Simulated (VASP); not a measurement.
Runs of VASP 6.6.1 on BP. The structure is that of space group F-43m (No. 216), or close to it. The cells are those of the table. 

| cell | gap on the mesh (eV) | pressure (GPa) |
| --- | --- | --- |
| a = 3.185, b = 3.185, c = 3.161 Å, angles 60.3, 60.3, 59.5°, 2 atoms | 1.28 | 4.7 |
| a = 3.233, b = 3.233, c = 3.257 Å, angles 59.8, 59.8, 60.5°, 2 atoms | (c) | -5.4 |
| a = 3.225, b = 3.225, c = 3.241 Å, angles 59.8, 59.8, 60.3°, 2 atoms | 1.32 | (b) |
| a = 3.237, b = 3.237, c = 3.265 Å, angles 59.7, 59.7, 60.6°, 2 atoms | 1.22 | -6.1 |
| a = 3.217, b = 3.217, c = 3.225 Å, angles 59.9, 59.9, 60.2°, 2 atoms | (a) | -2.3 |

Alike in all rows: task single point; level r2SCAN; potentials or basis VASP PAW PBE potentials, release 64 (B, P); no spin polarisation; k mesh 10 × 10 × 10; cutoff (eV) 520; smearing gaussian 0.05 eV.

Estimate the missing entries.

(a) 1.38; (b) -3.9; (c) 1.25.

Caveats: the PAW data sets were made with another functional, which shifts forces and pressure a little.

A k mesh can miss the band edges.
